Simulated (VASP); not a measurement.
Here is a VASP 6.6.1 calculation.

File INCAR:

```
  ALGO = Normal
  EDIFF = 1E-6
  ENCUT = 600
  GGA = CA
  GGA_COMPAT = F
  ISIF = 2
  ISMEAR = 0
  LASPH = T
  LCHARG = F
  LREAL = F
  LWAVE = F
  NBANDS = 10
  NELM = 120
  PREC = Accurate
  SIGMA = 0.1
```

Contents of KPOINTS:

```
k-points
0
Gamma
  8 8 8
```

File POSCAR:

```
Os
1.0
    0.0000000000      1.9129311828      1.9129311828
    1.9129311828      0.0000000000      1.9129311828
    1.9129311828      1.9129311828      0.0000000000
Os
1
Direct
    0.0000000000      0.0000000000      0.0000000000
```

Potentials or basis: VASP PAW LDA potentials, release 64 (Os).

Launch:

```sh
$ cat potpaw_LDA.64/Os/POTCAR > POTCAR
$ mpirun -np 1 vasp_std > vasp.out
```

(1) What does it give for the pressure?

(2) Estimate the band gap on the k mesh.

Answers

(1) -6.8 GPa.

(2) zero (bands 4 and 5 overlap by 3.41 eV).

Caveat: the cell stands under tension; spin-orbit coupling is left out, which moves the levels of the heavy elements.
